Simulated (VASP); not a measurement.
# MgO: single point with PBE

MgO:

```
CELL_PARAMETERS angstrom
3.31529 0.00000 0.00000
-1.65764 2.87112 0.00000
0.00000 0.00000 5.12155
ATOMIC_POSITIONS crystal
Mg 0.33333 0.66667 0.00632
Mg 0.66667 0.33333 0.50632
O 0.33333 0.66667 0.39828
O 0.66667 0.33333 0.89828
```

- Program: VASP 6.6.1
- Task: single point
- Functional: PBE
- Potentials or basis: VASP PAW PBE potentials, release 64 (Mg, O)
- Cutoff: 520 eV
- k mesh: 9 × 9 × 6
- Occupations: gaussian, width 0.05 eV
- Spin: no spin polarisation

| Item | Value |
| --- | --- |
| Pressure | -0.5 GPa |
| Band gap on the k mesh | 3.39 eV |

Levels at points of the mesh, in eV from the valence-band top:
| k point | band 6 | band 7 | band 8 | band 9 | band 10 | band 11 |
| --- | --- | --- | --- | --- | --- | --- |
| (0.00, 0.00, 0.00) | -0.31 | -0.31 | 0.00 | 3.39 | 8.35 | 10.02 |
| (0.00, 0.00, 0.50) | -0.46 | -0.46 | -0.46 | 5.83 | 5.83 | 12.87 |

Run time: 67 s on 1 thread of Intel Xeon 8259CL, on a shared host, peak memory 0.19 GiB.

A k mesh can miss the band edges.
